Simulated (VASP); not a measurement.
Wanted: the native input for a VASP 6.6.1 run.

- Task: single point
- Functional: PBEsol
- Potentials or basis: VASP PAW PBE potentials, release 64 (Sc_sv)
- Cutoff: 520 eV
- k mesh: 7 × 7 × 4
- Occupations: gaussian, width 0.1 eV
- Spin: no spin polarisation
- Dipole correction: no
- Further INCAR settings: ALGO = Normal; EDIFF = 1e-06; NBANDS = 18

The structure of Sc lies in POSCAR:

```
Sc
1.0
    3.2768725471      0.0000000000      0.0000000000
   -1.6384362736      2.8378548708      0.0000000000
    0.0000000000      0.0000000000      5.0739048936
Sc
2
Direct
    0.3333333333      0.6666666667      0.2500000000
    0.6666666667      0.3333333333      0.7500000000
```

These files were run (other wordings do the same):

INCAR

```
PREC = Accurate
ENCUT = 520
EDIFF = 1E-6
ISMEAR = 0
SIGMA = 0.1
LREAL = F
LASPH = T
NELM = 60
ALGO = Normal
ISIF = 2
LWAVE = F
LCHARG = T
GGA = PS
LELF = T
LVHAR = T
NBANDS = 18
```

KPOINTS

```
regular mesh
0
Gamma
  7 7 4
```

Potentials or basis: VASP PAW PBE potentials, release 64 (Sc_sv).

Command:

```sh
$ cat potpaw_PBE.64/Sc_sv/POTCAR > POTCAR
$ mpirun -np 1 vasp_std > vasp.out
```

It gave:

* Pressure: 0.0 GPa
* Band gap on the k mesh: zero (bands 11 and 12 overlap by 1.53 eV)

Caveat: the PAW data sets were made with another functional, which shifts forces and pressure a little.

It took 30 s on 1 thread of AMD EPYC 7R13 (shared host), peak memory 0.13 GiB.
